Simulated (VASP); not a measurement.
# TiRh3 in VASP: notebook

Runs on TiRh3. Level: LDA. Tasks: single point.

Program: VASP 6.6.1. These are calculated values, not measurements. Logs are shortened: lines on timing, memory, paths and dates and some standing lists are left out, and cuts for length are marked.

## (1) The cell of the first run

Symmetry: P4/mmm, No. 123, tetragonal system. Conventional cell: a = 3.822 Å, b = 3.822 Å, c = 3.860 Å, α = 90.00°, β = 90.00°, γ = 90.00°. Within 3.6 Å of Ti (site symmetry 4/mmm) lie 12 Rh at 2.70 to 2.72 Å. Within 3.6 Å of Rh (site symmetry mmm) lie 8 Rh at 2.70 to 2.72 Å and 4 Ti at 2.72 Å. Within 3.6 Å of Rh (site symmetry 4/mmm) lie 4 Ti at 2.70 Å and 8 Rh at 2.72 Å.

## (2) Single point, LDA (zz strain of +1 %)

INCAR reads:

```
ALGO = Normal
EDIFF = 1E-6
ENCUT = 520
ISIF = 2
ISMEAR = -1
LASPH = True
LCHARG = True
LELF = True
LREAL = False
LVHAR = True
LWAVE = False
NBANDS = 36
NELM = 100
PREC = Accurate
SIGMA = 0.03
```

KPOINTS reads:

```
k-points
0
Gamma
  10 10 10
```

POSCAR reads:

```
TiRh3
1.0
    3.8220000000      0.0000000000      0.0000000000
    0.0000000000      3.8220000000      0.0000000000
    0.0000000000      0.0000000000      3.8602200000
Ti Rh
1 3
Direct
    0.0000000000      0.0000000000      0.0000000000
    0.0000000000      0.5000000000      0.5000000000
    0.5000000000      0.0000000000      0.5000000000
    0.5000000000      0.5000000000      0.0000000000
```

Potentials or basis: VASP PAW LDA potentials, release 64 (Ti_sv, Rh_pv).

On the command line:

```console
> cat potpaw_LDA.64/Ti_sv/POTCAR potpaw_LDA.64/Rh_pv/POTCAR > POTCAR
> mpirun -np 1 vasp_std > vasp.out
```

OUTCAR:

```text
EDIFF = 1E-6
   ENCUT = 520
   ISIF = 2
   ISMEAR = -1
   LASPH = True
   LREAL = False
   NELM = 100
   PREC = Accurate

 ion  position               nearest neighbor table
   1  0.000  0.000  0.000-   4 2.70   4 2.70   4 2.70   4 2.70   3 2.72   2 2.72   3 2.72   2 2.72
                             3 2.72   2 2.72   3 2.72   2 2.72
   2  0.000  0.500  0.500-   3 2.70   3 2.70   3 2.70   3 2.70   4 2.72   1 2.72   1 2.72   1 2.72
                             4 2.72   4 2.72   4 2.72   1 2.72
   3  0.500  0.000  0.500-   2 2.70   2 2.70   2 2.70   2 2.70   4 2.72   1 2.72   4 2.72   4 2.72
                             1 2.72   4 2.72   1 2.72   1 2.72
   4  0.500  0.500  0.000-   1 2.70   1 2.70   1 2.70   1 2.70   3 2.72   2 2.72   3 2.72   3 2.72
                             3 2.72   2 2.72   2 2.72   2 2.72

  LATTYP: Found a simple tetragonal cell.
 ALAT       =     3.8220000000
 C/A-ratio  =     1.0100000000

  Lattice vectors:

 A1 = (   3.8220000000,   0.0000000000,   0.0000000000)
 A2 = (   0.0000000000,   3.8220000000,   0.0000000000)
 A3 = (   0.0000000000,   0.0000000000,   3.8602200000)

Analysis of symmetry for initial positions (statically):
=====================================================================
 Subroutine PRICEL returns:
 Original cell was already a primitive cell.

 Routine SETGRP: Setting up the symmetry group for a
 simple tetragonal supercell.

 Subroutine GETGRP returns: Found 16 space group operations
 (whereof 16 operations were pure point group operations)
 out of a pool of 16 trial point group operations.

The static configuration has the point symmetry D_4h.

Analysis of symmetry for dynamics (positions and initial velocities):
=====================================================================
 Subroutine PRICEL returns:
 Original cell was already a primitive cell.

 Routine SETGRP: Setting up the symmetry group for a
 simple tetragonal supercell.

 Subroutine GETGRP returns: Found 16 space group operations
 (whereof 16 operations were pure point group operations)
 out of a pool of 16 trial point group operations.

The dynamic configuration has the point symmetry D_4h.

 Subroutine INISYM returns: Found 16 space group operations
 (whereof 16 operations are pure point group operations),
 and found     1 'primitive' translations

----------------------------------------------------------------------------------------

                                     Primitive cell

  volume of cell :      56.3889

  direct lattice vectors                    reciprocal lattice vectors
     3.822000000  0.000000000  0.000000000     0.261643119  0.000000000  0.000000000
     0.000000000  3.822000000  0.000000000     0.000000000  0.261643119  0.000000000
[... 95 lines left out ...]
   ISIF   =      2    stress and relaxation
   ISYM   =      2    0-nonsym 1-usesym 2-fastsym
   POTIM  = 0.5000    time-step for ionic-motion
   TEBEG  =    0.0;   TEEND  =   0.0 temperature during run
   PSTRESS=    0.0 pullay stress
   NELECT =      57.0000    total number of electrons
   NUPDOWN=      -1.0000    fix difference up-down
   EMIN   =  10.00;   EMAX   =-10.00  energy-range for DOS
   EFERMI =   0.00;   METHOD = LEGACY
   ISMEAR =    -1;   SIGMA  =   0.03  broadening in eV -4-tet -1-fermi 0-gaus
   EFERMI_NEDOS =   21; number of points for ismear=-14 and -15
   IALGO  =     38    algorithm
   IMIX   =      4    mixing-type and parameters
     AMIX     =   0.40;   BMIX     =  1.00
     AMIX_MAG =   1.60;   BMIX_MAG =  1.00
  volume/ion in A,a.u.               =      14.10        95.13
  Fermi-wavevector in a.u.,A,eV,Ry     =   1.642991  3.104804 36.727852  2.699421
  Thomas-Fermi vector in A             =   2.733201
   LORBIT       =      0    0 simple, 1 ext, 2 COOP (PROOUT), +10 PAW based schemes
   GGA     = CA    functional components
   LHFCALC =     F    Hartree Fock is set to
   AEXX    =    0.0000 exact exchange contribution
   IVDW    =     0    specifies the selected vdW correction
   LEPSILON=     F    determine dielectric tensor
   LRPA    =     F    only Hartree local field effects (RPA)
 non-spin polarized calculation
  energy-cutoff  :      520.00
  volume of cell :       56.39
 maximum number of plane-waves:      1536
   NGX = 15   NGY = 15   NGZ = 15

 number of electron      57.0000040 magnetization

 Free energy of the ion-electron system (eV)
  ---------------------------------------------------
  ext. energy  EPLUGINS =         0.00000000
  ---------------------------------------------------
  free energy    TOTEN  =       -37.11408954 eV

  energy without entropy =      -37.10228522  energy(sigma->0) =      -37.10818738

 E-fermi :  10.8310     XC(G=0): -13.8502

 val. band max:       10.8295424508   @ k =   0.3000   0.0000   0.1000
 cond. band min:      10.8354620003   @ k =   0.4000   0.2000   0.0000
 fundamental gap:      0.0059195495
 Fermi energy:        10.8310048909

 k-point     1 :       0.0000    0.0000    0.0000
  band No.  band energies     occupation
      1     -45.4199      2.00000
      2     -35.4363      2.00000
      3     -35.4363      2.00000
      4     -35.4359      2.00000
      5     -35.1582      2.00000
      6     -35.1582      2.00000
[... 925 lines left out ...]
     35      14.0295      0.00000
     36      16.0876      0.00000

 [... further k-points ...]

------------------------ aborting loop because EDIFF is reached ----------------------------------------

  FORCE on cell =-STRESS in cart. coord.  units (eV):
  Direction    XX          YY          ZZ          XY          YZ          ZX
  --------------------------------------------------------------------------------------
  -------------------------------------------------------------------------------------
  Total       -3.9408174     -3.9408174     -4.5720794      0.0000000     -0.0000000      0.0000000
  in kB     -111.9704620   -111.9704620   -129.9065132      0.0000000     -0.0000000      0.0000000
  external PRESSURE =    -117.9491457 kB  Pullay stress =       0.0000000 kB

 VOLUME and BASIS-vectors are now :
 -----------------------------------------------------------------------------
  energy-cutoff  :      520.00
  volume of cell :       56.39
      direct lattice vectors                 reciprocal lattice vectors
     3.822000000  0.000000000  0.000000000     0.261643119  0.000000000  0.000000000
     0.000000000  3.822000000  0.000000000     0.000000000  0.261643119  0.000000000
     0.000000000  0.000000000  3.860220000     0.000000000  0.000000000  0.259052593

 POSITION                                       TOTAL-FORCE (eV/Angst)
 -----------------------------------------------------------------------------------
      0.00000      0.00000      0.00000         0.000000      0.000000      0.000000
      0.00000      1.91100      1.93011         0.000000      0.000000      0.000000
      1.91100      0.00000      1.93011         0.000000      0.000000      0.000000
      1.91100      1.91100      0.00000         0.000000      0.000000      0.000000
 -----------------------------------------------------------------------------------
    total drift:                                0.000000      0.000000      0.000000

  FREE ENERGIE OF THE ION-ELECTRON SYSTEM (eV)
  ---------------------------------------------------
  free  energy   TOTEN  =       -37.1140895393 eV

  energy  without entropy=      -37.1022852216  energy(sigma->0) =      -37.10818738
```

OSZICAR:

```text
N       E                     dE             d eps       ncg     rms          rms(c)
DAV:   1     0.753559851020E+03    0.75356E+03   -0.33019E+04  9072   0.189E+03
DAV:   2     0.312095642697E+01   -0.75044E+03   -0.73303E+03  9312   0.588E+02
DAV:   3    -0.388584280620E+02   -0.41979E+02   -0.39969E+02 11952   0.139E+02
DAV:   4    -0.404737015596E+02   -0.16153E+01   -0.15988E+01 11596   0.233E+01
DAV:   5    -0.405037320209E+02   -0.30030E-01   -0.30021E-01 10880   0.317E+00    0.185E+01
DAV:   6    -0.377658067875E+02    0.27379E+01   -0.11765E+01 11532   0.266E+01    0.903E+00
DAV:   7    -0.379299225581E+02   -0.16412E+00   -0.10601E+01 11636   0.215E+01    0.701E+00
DAV:   8    -0.371246966071E+02    0.80523E+00   -0.15708E+00 12556   0.878E+00    0.186E+00
DAV:   9    -0.371366768571E+02   -0.11980E-01   -0.22910E-01 12404   0.307E+00    0.160E+00
DAV:  10    -0.371217553008E+02    0.14922E-01   -0.46848E-02 10852   0.238E+00    0.925E-01
DAV:  11    -0.371149443598E+02    0.68109E-02   -0.42772E-02 11372   0.173E+00    0.211E-01
DAV:  12    -0.371142989368E+02    0.64542E-03   -0.56247E-03 11644   0.547E-01    0.149E-01
DAV:  13    -0.371140863858E+02    0.21255E-03   -0.59514E-04 11340   0.164E-01    0.233E-02
DAV:  14    -0.371140908922E+02   -0.45064E-05   -0.29631E-05 10000   0.421E-02    0.141E-02
DAV:  15    -0.371140897305E+02    0.11617E-05   -0.93225E-06 10644   0.222E-02    0.407E-03
DAV:  16    -0.371140895393E+02    0.19117E-06   -0.36500E-07  5368   0.498E-03
   1 F= -.37114090E+02 E0= -.37108187E+02  d E =-.118043E-01
```

stdout:

```text
POSCAR found type information on POSCAR TiRh
 POSCAR found :  2 types and       4 ions
 scaLAPACK will be used
 LDA part: xc-table for (Slater(with rela. corr.)+CA(PZ))
 , standard interpolation
 POSCAR, INCAR and KPOINTS ok, starting setup
 FFT: planning ... GRIDC
 FFT: planning ... GRID_SOFT
 FFT: planning ... GRID
 WAVECAR not read
 entering main loop
```

Run time: 1.8 min. Hardware: 1 thread of Intel Xeon 6975P-C (Granite Rapids), shared host; peak memory 0.3 GiB.

Results:

| Item | Value |
| --- | --- |
| Free energy | -37.1141 eV |
| Pressure | -11.8 GPa |
| Band gap on the k mesh | zero (an odd number of electrons rules out a gap without spin polarisation) |

Levels at points of the mesh, in eV from the Fermi level:
```csv
k point,band 26,band 27,band 28,band 29,band 30,band 31,band 32,band 33
"(0.00, 0.00, 0.00)",0.83,1.27,1.27,1.35,2.63,2.65,3.27,3.27
"(0.50, 0.00, 0.00)",-1.10,-1.07,-0.87,0.10,1.05,1.05,1.28,1.72
"(0.50, 0.50, 0.00)",-1.45,-1.45,-1.09,-0.71,-0.68,1.46,1.46,1.58
"(0.00, 0.00, 0.50)",-1.04,-1.04,-0.89,0.16,1.09,1.09,1.35,1.67
"(0.50, 0.00, 0.50)",-1.48,-1.47,-1.10,-0.75,-0.72,1.44,1.45,1.55
"(0.50, 0.50, 0.50)",0.85,0.89,0.89,1.04,1.13,1.13,1.13,2.51
```

Caveat: the cell differs from its parent crystal (zz strain of +1 %); the cell stands under tension.

## (3) Single point, LDA (13.12 Å³/atom)

This run uses another cell than the first one, of 13.12 Å³/atom.

INCAR reads:

```
PREC = Accurate
ENCUT = 520
EDIFF = 1E-6
ISMEAR = -1
SIGMA = 0.03
LREAL = F
LASPH = T
NELM = 80
ALGO = Normal
ISIF = 2
LWAVE = F
LCHARG = F
GGA = CA
NBANDS = 36
```

KPOINTS reads:

```
Automatic mesh
0
Gamma
  10 10 10
```

POSCAR reads:

```
TiRh3
1.0
    3.7439781075      0.0000000000      0.0000000000
    0.0000000000      3.7439781075      0.0000000000
    0.0000000000      0.0000000000      3.7439781075
Ti Rh
1 3
Direct
    0.0000000000      0.0000000000      0.0000000000
    0.0000000000      0.5000000000      0.5000000000
    0.5000000000      0.0000000000      0.5000000000
    0.5000000000      0.5000000000      0.0000000000
```

Potentials or basis: VASP PAW LDA potentials, release 64 (Ti_sv, Rh_pv).

On the command line:

```console
> cat potpaw_LDA.64/Ti_sv/POTCAR potpaw_LDA.64/Rh_pv/POTCAR > POTCAR
> mpirun -np 1 vasp_std > vasp.out
```

Run time: 2 min. Hardware: 1 thread of Intel Xeon 8259CL, shared host; peak memory 0.2 GiB.

The run converged. Its results:

```
Free energy            : -37.1885 eV
Pressure               : 7.0 GPa
Band gap on the k mesh : zero (an odd number of electrons rules out a gap without spin polarisation)
```

Levels at points of the mesh, in eV from the Fermi level:
```csv
k point,band 25,band 26,band 27,band 28,band 29,band 30,band 31,band 32,band 33,band 34
"(0.00, 0.00, 0.00)",-0.18,0.96,1.48,1.48,1.48,2.91,2.91,3.63,3.63,3.63
"(0.50, 0.00, 0.00)",-1.33,-1.18,-1.18,-0.98,0.15,1.13,1.13,1.49,1.82,2.17
"(0.50, 0.50, 0.00)",-1.75,-1.64,-1.64,-1.24,-0.82,-0.78,1.55,1.55,1.66,3.71
"(0.50, 0.50, 0.50)",-1.69,1.01,1.01,1.01,1.03,1.23,1.23,1.23,2.78,2.78
```

Caveat: the cell stands under pressure.

(Part 1 of 2 ends here.)
